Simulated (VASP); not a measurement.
Set up this calculation in VASP 6.6.1, as the native input.

```yaml
Task: single point
Functional: PBE
Potentials_or_basis: VASP PAW PBE potentials, release 64 (Ge_d)
Cutoff: 500 eV
k_mesh: 11 × 11 × 11
Occupations: gaussian, width 0.03 eV
Spin: no spin polarisation
Dipole_correction: no
Further_INCAR_settings: ALGO = Normal; EDIFF = 1e-06; NBANDS = 21
```

The structure of Ge lies in POSCAR:

```
Ge
1.0
   -2.4958980000      2.6508630000      1.4369470000
    2.4958980000     -2.6508630000      1.4369470000
    2.4958980000      2.6508630000     -1.4369470000
Ge
2
Direct
    0.3140570000      0.0640570000      0.2500000000
    0.6859430000      0.9359430000      0.7500000000
```

One way to write it, as run:

INCAR

```
PREC = Accurate ; ENCUT = 500
EDIFF = 1E-6 ; ISMEAR = 0
SIGMA = 0.03 ; LREAL = F
LASPH = T ; NELM = 120
ALGO = Normal ; ISIF = 2
LWAVE = F ; LCHARG = F
GGA = PE ; NBANDS = 21
GGA_COMPAT = F
```

KPOINTS

```
Automatic mesh
0
Gamma
  11 11 11
```

Potentials or basis: VASP PAW PBE potentials, release 64 (Ge_d).

The run is started by

```bash
$ cat potpaw_PBE.64/Ge_d/POTCAR > POTCAR
$ mpirun -np 1 vasp_std > vasp.out
```

It gave:

```json
{"Pressure": "0.9 GPa", "Largest force": "0.062 eV/Å", "Band gap on the k mesh": "zero (band 14 reaches 8.62 eV, above the bottom of band 15 at 3.41 eV)"}
```

Wall time 96 s on 1 thread of Intel Xeon 6975P-C, with other jobs on the host, peak memory 0.26 GiB.
